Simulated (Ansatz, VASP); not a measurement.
One calculation of Cs2SnI6, two programs

```
Cs Sn I
1.0
     0.00000    5.77742    5.77742
     5.77742    0.00000    5.77742
     5.77742    5.77742    0.00000
Cs Sn I
2 1 6
Cartesian
  2.8887 2.8887 2.8887
  8.6661 8.6661 8.6661
  0.0000 0.0000 0.0000
  2.8697 5.7774 5.7774
  5.7774 2.8697 5.7774
  8.6852 5.7774 5.7774
  5.7774 8.6852 5.7774
  5.7774 5.7774 2.8697
  5.7774 5.7774 8.6852
```

Alike in both runs: task single point; functional PBEsol; k mesh 4 × 4 × 4; occupations gaussian, width 0.1 eV; no spin polarisation.

|  | VASP | Ansatz |
| --- | --- | --- |
| version | VASP 6.6.1 | Ansatz 0.2.0 |
| potentials or method | VASP PAW PBE potentials, release 64 (Cs_sv, Sn_d, I), cutoff 500 eV | scalar-relativistic, plane waves, PAW |
| valence electrons in the cell | 74 | 134 |

```tsv
	VASP	Ansatz	Ansatz less VASP
gap on the k mesh at the Fermi level (eV)	none	none	-
pressure (GPa)	0.0	0.0	-0.03
rms of the force components (eV/Å)	0.009	0.006	-0.0024
```

VASP's potentials were made for PBE, not for PBEsol. Atom by atom the forces differ by 0.002 eV/Å (rms over components). A gap of «none» marks a metal or a gap that the smearing closes. VASP's potentials hold 74 valence electrons a cell and Ansatz's 134, so a difference there can come from the potentials and not from the codes.

Spin-orbit coupling is off throughout.
